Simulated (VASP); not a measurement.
Write the native input for VASP 6.6.1 that does the following.

- Task: single point
- Functional: LDA
- Potentials or basis: VASP PAW LDA potentials, release 64 (W_sv, Se)
- Cutoff: 500 eV
- k mesh: 6 × 6 × 2
- Occupations: gaussian, width 0.05 eV
- Spin: collinear spin
- Starting moments: [1.58, -1.58, -0.06, 0.06, 0.06, -0.06] μB
- Hubbard terms: W d U = 2.0 eV
- Dipole correction: no
- Further INCAR settings: ALGO = Normal; EDIFF = 1e-06; NBANDS = 39

The structure of WSe2 lies in POSCAR:

```
WSe2
1.0
    3.7635277800      0.0000000000      0.0000000000
   -1.8817638900      3.2593106700      0.0000000000
    0.0000000000      0.0000000000     12.1427028400
W Se
2 4
Direct
    0.0000000000      0.0000000000      0.0000000000
    0.0000000000      0.0000000000      0.5000000000
    0.3333333333      0.6666666667      0.1260000000
    0.6666666667      0.3333333333      0.3740000000
    0.3333333333      0.6666666667      0.6260000000
    0.6666666667      0.3333333333      0.8740000000
```

These files were run (other wordings do the same):

INCAR

```
SYSTEM = WSe2
PREC = Accurate ; ENCUT = 500
EDIFF = 1E-6 ; ISMEAR = 0
SIGMA = 0.05 ; LREAL = .False.
LASPH = .True. ; NELM = 200
ALGO = Normal ; ISIF = 2
LWAVE = .False. ; LCHARG = .True.
ISPIN = 2 ; MAGMOM = 1.58 -1.58 -0.06 0.06 0.06 -0.06
LORBIT = 11 ; LMAXMIX = 4
LDAU = .True. ; LDAUTYPE = 2
LDAUL = 2 -1 ; LDAUU = 2 0
LDAUJ = 0 0 ; LDAUPRINT = 1
GGA = CA ; LELF = .True.
LVHAR = .True. ; NBANDS = 39
GGA_COMPAT = .False.
```

KPOINTS

```
regular mesh
0
Gamma
  6 6 2
  0 0 0
```

Potentials or basis: VASP PAW LDA potentials, release 64 (W_sv, Se).

The run is started by

```bash
$ cat potpaw_LDA.64/W_sv/POTCAR potpaw_LDA.64/Se/POTCAR > POTCAR
$ mpirun -np 1 vasp_std > vasp.out
```

It gave:

The pressure is -14.7 GPa. The largest force is 0.895 eV/Å. The band gap on the k mesh is zero (filled and empty bands overlap). The net moment is 0.00 μB per cell. The site moments are W +0.07, -0.07; Se -0.00, +0.00 (each value once) μB and the valence electrons inside the program's atomic spheres are W 11.65; Se 3.80.

Caveat: the stress differs along the axes, from -18 to -8 GPa; spin-orbit coupling is left out, which moves the levels of the heavy elements.

Run time: 3.8 min on 1 thread of Oxide Virtual Turin-like Processor (shared host), peak memory 0.25 GiB.
